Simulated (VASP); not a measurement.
Input of a VASP 6.6.1 run:

INCAR

```
SYSTEM = Be4Os
PREC = Accurate
ENCUT = 600
EDIFF = 1E-6
ISMEAR = 0
SIGMA = 0.1
LREAL = .False.
LASPH = .True.
NELM = 60
ALGO = Normal
ISIF = 3
LWAVE = .False.
LCHARG = .False.
GGA = PE
IBRION = 2
NSW = 90
EDIFFG = -0.04
```

Contents of KPOINTS:

```
Automatic mesh
0
Gamma
  6 6 6
  0 0 0
```

The input POSCAR:

```
Be4Os
1.0
   -2.5331220560      2.5331220560      1.8005370798
    2.5331220560     -2.5331220560      1.8005370798
    2.5331220560      2.5331220560     -1.8005370798
Be Os
4 1
Direct
    0.1957257419      0.5000000000      0.6957257419
    0.5000000000      0.1957257419      0.6957257419
    0.5000000000      0.8042742581      0.3042742581
    0.8042742581      0.5000000000      0.3042742581
    0.0000000000      0.0000000000      0.0000000000
```

Potentials or basis: VASP PAW PBE potentials, release 64 (Be, Os).

Command:

```bash
$ cat potpaw_PBE.64/Be/POTCAR potpaw_PBE.64/Os/POTCAR > POTCAR
$ mpirun -np 1 vasp_std > vasp.out
```

(1) What does it give for the relaxed volume?

(2) Predict the band gap on the k mesh.

(3) Estimate the relaxed cell.

Results:

(1) 9.33 Å³/atom.

(2) zero (band 8 reaches 8.57 eV, above the bottom of band 9 at 6.09 eV).

(3) a = 4.014 Å, b = 4.014 Å, c = 4.014 Å, α = 101.93°, β = 101.93°, γ = 125.92°.

Caveat: spin-orbit coupling is left out, which moves the levels of the heavy elements.
